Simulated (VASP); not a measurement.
The system is BaTiO3.

```
CELL_PARAMETERS angstrom
2.84826 1.64444 2.33556
-2.84826 1.64444 2.33556
0.00000 -3.28888 2.33556
ATOMIC_POSITIONS crystal
Ba 0.00015 0.00015 0.00015
Ti 0.51334 0.51334 0.51334
O 0.48895 0.97972 0.48895
O 0.48895 0.48895 0.97972
O 0.97972 0.48895 0.48895
```

| Quantity | Value |
| --- | --- |
| Program | VASP 6.6.1 |
| Task | relaxation of cell and atoms |
| Functional | PBE |
| Potentials or basis | VASP PAW PBE potentials, release 64 (Ba_sv, Ti_sv, O) |
| Cutoff | 600 eV |
| k mesh | 6 × 6 × 6 |
| Occupations | gaussian, width 0.02 eV |
| Spin | no spin polarisation |

At the start: pressure 2.9 GPa; volume 13.13 Å³/atom.

How do energy, volume and symmetry change on relaxing?

Over 10 steps the energy falls by 3.7 meV/atom and the volume is 13.53 Å³/atom (+3.1 %); space group R3m (No. 160, to 0.1 Å) before and after.

The path:
```csv
step,energy change (eV),largest force (eV/Å),pressure (GPa),volume (Å³)
1,0.0000,0.0592,2.89,65.64
2,-0.0030,0.3685,-2.38,67.91
3,-0.0109,0.2286,-0.04,66.85
4,-0.0148,0.1570,-0.01,67.08
5,-0.0176,0.0780,0.17,67.48
6,-0.0181,0.0577,-0.31,67.74
7,-0.0181,0.0573,-0.30,67.74
8,-0.0185,0.0340,-0.01,67.65
9,-0.0185,0.0389,0.03,67.63
10,-0.0186,0.0099,-0.05,67.64
```

Final structure:
```xyz
5
Lattice="2.8732 1.6589 2.3653 -2.8732 1.6589 2.3653 0.0000 -3.3177 2.3653" Properties=species:S:1:pos:R:3 pbc="T T T"
Ba    0.0000    0.0000    0.0200
Ti    0.0000    0.0000    3.6767
O    -1.4039    0.8106    4.6127
O     0.0000   -1.6211    4.6127
O     1.4039    0.8106    4.6127
```
